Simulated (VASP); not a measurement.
# MgO (P-4m2) in VASP: a series of runs, part 2 of 2

VASP 6.6.1. Earlier steps stand in the parts before.

## Step 3: Single point, LDA (atoms displaced along a vibrational mode)

Input file INCAR:

```
ALGO = Normal
EDIFF = 1E-6
ENCUT = 520
ISIF = 2
ISMEAR = 0
LASPH = True
LCHARG = False
LREAL = False
LWAVE = False
NBANDS = 36
NELM = 80
PREC = Accurate
SIGMA = 0.05
```

Input file KPOINTS:

```
k-points
0
Gamma
  4 4 4
```

Input file POSCAR:

```
MgO
1.0
    5.5230736673      0.0000000000      0.0000000000
    0.0000000000      5.5230736673      0.0000000000
    0.0000000000      0.0000000000      5.5230736673
Mg O
6 6
Direct
    0.2500000000     -0.0157068425      0.5000000000
    0.0000000000      0.5157068425      0.2500000000
    0.5000000000      0.7500000000      0.0000000000
    0.7500000000     -0.0157068425      0.5000000000
    0.0000000000      0.5157068425      0.7500000000
    0.5000000000      0.2500000000      0.0000000000
    0.2500000000      0.5049282547      0.0000000000
    0.5000000000     -0.0049282547      0.2500000000
    0.0000000000      0.7500000000      0.5000000000
    0.7500000000      0.5049282547      0.0000000000
    0.5000000000     -0.0049282547      0.7500000000
    0.0000000000      0.2500000000      0.5000000000
```

Potentials or basis: VASP PAW LDA potentials, release 64 (Mg, O).

Launch:

```sh
> cat potpaw_LDA.64/Mg/POTCAR potpaw_LDA.64/O/POTCAR > POTCAR
> mpirun -np 1 vasp_std > vasp.out
```

OUTCAR:

```text
EDIFF = 1E-6
   ENCUT = 520
   ISIF = 2
   ISMEAR = 0
   LASPH = True
   LREAL = False
   NELM = 80
   PREC = Accurate

 ion  position               nearest neighbor table
   1  0.250  0.984  0.500-   9 1.89   8 1.95  11 1.95  12 2.01   4 2.76   4 2.76   5 3.24   2 3.24
                             3 3.35   3 3.35   6 3.42   6 3.42   2 3.53   5 3.53
   2  0.000  0.516  0.250-   9 1.89   7 1.95  10 1.95  12 2.01   5 2.76   5 2.76   1 3.24   4 3.24
                             3 3.35   3 3.35   6 3.42   6 3.42   1 3.53   4 3.53
   3  0.500  0.750  0.000-   7 1.93   8 1.93  10 1.93  11 1.93   6 2.76   6 2.76   4 3.35   5 3.35
                             1 3.35   1 3.35   4 3.35   2 3.35   2 3.35   5 3.35
   4  0.750  0.984  0.500-   9 1.89   8 1.95  11 1.95  12 2.01   1 2.76   1 2.76   5 3.24   2 3.24
                             3 3.35   3 3.35   6 3.42   6 3.42   2 3.53   5 3.53
   5  0.000  0.516  0.750-   9 1.89   7 1.95  10 1.95  12 2.01   2 2.76   2 2.76   4 3.24   1 3.24
                             3 3.35   3 3.35   6 3.42   6 3.42   1 3.53   4 3.53
   6  0.500  0.250  0.000-   7 1.97   8 1.97  10 1.97  11 1.97   3 2.76   3 2.76   5 3.42   2 3.42
                             2 3.42   5 3.42   4 3.42   4 3.42   1 3.42   1 3.42
   7  0.250  0.505  0.000-   3 1.93   2 1.95   5 1.95   6 1.97
   8  0.500  0.995  0.250-   3 1.93   1 1.95   4 1.95   6 1.97
   9  0.000  0.750  0.500-   1 1.89   2 1.89   4 1.89   5 1.89
  10  0.750  0.505  0.000-   3 1.93   2 1.95   5 1.95   6 1.97
  11  0.500  0.995  0.750-   3 1.93   1 1.95   4 1.95   6 1.97
  12  0.000  0.250  0.500-   1 2.01   2 2.01   4 2.01   5 2.01

  LATTYP: Found a simple cubic cell.
 ALAT       =     5.5230736673

  Lattice vectors:

 A1 = (   5.5230736673,   0.0000000000,   0.0000000000)
 A2 = (   0.0000000000,   5.5230736673,   0.0000000000)
 A3 = (   0.0000000000,   0.0000000000,   5.5230736673)

Analysis of symmetry for initial positions (statically):
=====================================================================
 Subroutine PRICEL returns:
 Original cell was already a primitive cell.
[... 168 lines left out ...]
 non-spin polarized calculation
 Gauss-broadening in eV      SIGMA  =   0.05
  energy-cutoff  :      520.00
  volume of cell :      168.48
 maximum number of plane-waves:      4632
 NGX is ok and might be reduce to    42
   NGX = 21   NGY = 21   NGZ = 21

 number of electron      47.9999992 magnetization

 Free energy of the ion-electron system (eV)
  ---------------------------------------------------
  ext. energy  EPLUGINS =         0.00000000
  ---------------------------------------------------
  free energy    TOTEN  =       -77.20550469 eV

  energy without entropy =      -77.20550469  energy(sigma->0) =      -77.20550469

 E-fermi :   0.1284     XC(G=0):  -9.1910

 val. band max:       -0.1650293490   @ k =   0.5000   0.0000   0.5000
 cond. band min:       2.6151689626   @ k =   0.0000   0.0000   0.0000
 fundamental gap:      2.7801983116
 Fermi energy:         0.1284013007

 k-point     1 :       0.0000    0.0000    0.0000
  band No.  band energies     occupation
      1     -16.3158      2.00000
      2     -15.8664      2.00000
      3     -15.6650      2.00000
      4     -15.1766      2.00000
      5     -15.1766      2.00000
      6     -14.8521      2.00000
[... 691 lines left out ...]
     35      11.8149      0.00000
     36      11.8150      0.00000

------------------------ aborting loop because EDIFF is reached ----------------------------------------

  FORCE on cell =-STRESS in cart. coord.  units (eV):
  Direction    XX          YY          ZZ          XY          YZ          ZX
  --------------------------------------------------------------------------------------
  -------------------------------------------------------------------------------------
  Total       -0.3832899     -0.4889166     -0.3832899      0.0000000      0.0000000      0.0000000
  in kB       -3.6449826     -4.6494637     -3.6449826      0.0000000      0.0000000      0.0000000
  external PRESSURE =      -3.9798096 kB  Pullay stress =       0.0000000 kB

 VOLUME and BASIS-vectors are now :
 -----------------------------------------------------------------------------
  energy-cutoff  :      520.00
  volume of cell :      168.48
      direct lattice vectors                 reciprocal lattice vectors
     5.523073667  0.000000000  0.000000000     0.181058603  0.000000000  0.000000000
     0.000000000  5.523073667  0.000000000     0.000000000  0.181058603  0.000000000
     0.000000000  0.000000000  5.523073667     0.000000000  0.000000000  0.181058603

 POSITION                                       TOTAL-FORCE (eV/Angst)
 -----------------------------------------------------------------------------------
      1.38077      5.43632      2.76154         0.162505      1.269012      0.000000
      0.00000      2.84829      1.38077         0.000000     -1.269012     -0.162505
      2.76154      4.14231      0.00000         0.000000      0.000000      0.000000
      4.14231      5.43632      2.76154        -0.162505      1.269012      0.000000
      0.00000      2.84829      4.14231         0.000000     -1.269012      0.162505
      2.76154      1.38077      0.00000         0.000000     -0.000000      0.000000
      1.38077      2.78876      0.00000        -0.023949     -0.016071      0.000000
      2.76154      5.49585      1.38077         0.000000      0.016071      0.023949
      0.00000      4.14231      2.76154         0.000000     -0.000000      0.000000
      4.14231      2.78876      0.00000         0.023949     -0.016071      0.000000
      2.76154      5.49585      4.14231         0.000000      0.016071     -0.023949
      0.00000      1.38077      2.76154         0.000000      0.000000      0.000000
 -----------------------------------------------------------------------------------
    total drift:                                0.000000      0.000000      0.000000

  FREE ENERGIE OF THE ION-ELECTRON SYSTEM (eV)
  ---------------------------------------------------
  free  energy   TOTEN  =       -77.2055046900 eV

  energy  without entropy=      -77.2055046900  energy(sigma->0) =      -77.20550469
```

OSZICAR:

```text
N       E                     dE             d eps       ncg     rms          rms(c)
DAV:   1     0.257060762883E+03    0.25706E+03   -0.22129E+04  1296   0.116E+03
DAV:   2    -0.673246470162E+02   -0.32439E+03   -0.30753E+03  1724   0.257E+02
DAV:   3    -0.926898668419E+02   -0.25365E+02   -0.25231E+02  1636   0.761E+01
DAV:   4    -0.929419127420E+02   -0.25205E+00   -0.25181E+00  1516   0.876E+00
DAV:   5    -0.929445274277E+02   -0.26147E-02   -0.26139E-02  1564   0.874E-01    0.210E+01
DAV:   6    -0.780983548182E+02    0.14846E+02   -0.59729E+01  1476   0.364E+01    0.723E+00
DAV:   7    -0.775539374438E+02    0.54442E+00   -0.12353E+00  1388   0.564E+00    0.390E+00
DAV:   8    -0.772051672681E+02    0.34877E+00   -0.49834E-01  1428   0.474E+00    0.692E-01
DAV:   9    -0.772043279360E+02    0.83933E-03   -0.52020E-02  1596   0.114E+00    0.317E-01
DAV:  10    -0.772057768382E+02   -0.14489E-02   -0.15291E-02  1372   0.612E-01    0.150E-01
DAV:  11    -0.772054593206E+02    0.31752E-03   -0.30797E-03  1408   0.262E-01    0.341E-02
DAV:  12    -0.772055149161E+02   -0.55596E-04   -0.15496E-04  1388   0.615E-02    0.338E-02
DAV:  13    -0.772055057752E+02    0.91410E-05   -0.59708E-05  1476   0.451E-02    0.663E-03
DAV:  14    -0.772055046694E+02    0.11057E-05   -0.79539E-06  1544   0.135E-02    0.152E-03
DAV:  15    -0.772055046900E+02   -0.20566E-07   -0.34994E-07   792   0.312E-03
   1 F= -.77205505E+02 E0= -.77205505E+02  d E =-.210981E-17
```

stdout:

```text
POSCAR found type information on POSCAR MgO
 POSCAR found :  2 types and      12 ions
 scaLAPACK will be used
 LDA part: xc-table for (Slater(with rela. corr.)+CA(PZ))
 , standard interpolation
 POSCAR, INCAR and KPOINTS ok, starting setup
 FFT: planning ... GRIDC
 FFT: planning ... GRID_SOFT
 FFT: planning ... GRID
 WAVECAR not read
 entering main loop
```

Wall time 3.5 min (1 thread of Intel Xeon 8259CL, shared host); peak memory 0.26 GiB.

Results:

```
Free energy            : -77.2055 eV
Pressure               : -0.4 GPa
Largest force          : 1.279 eV/Å
Band gap on the k mesh : 2.78 eV (least direct gap 2.79 eV)
```

Forces in eV/Å, atoms in the order of the input:
```
Mg   0.163  1.269  0.000
Mg   0.000 -1.269 -0.163
Mg   0.000  0.000  0.000
Mg  -0.163  1.269  0.000
Mg   0.000 -1.269  0.163
Mg   0.000  0.000  0.000
O   -0.024 -0.016  0.000
O    0.000  0.016  0.024
O    0.000  0.000  0.000
O    0.024 -0.016  0.000
O    0.000  0.016 -0.024
O    0.000  0.000  0.000
```

Caveat: the cell differs from its parent crystal (atoms displaced along a vibrational mode); forces of over 1 eV/Å act on the atoms, so gaps and moduli don't describe the material at rest. A k mesh can miss the band edges.
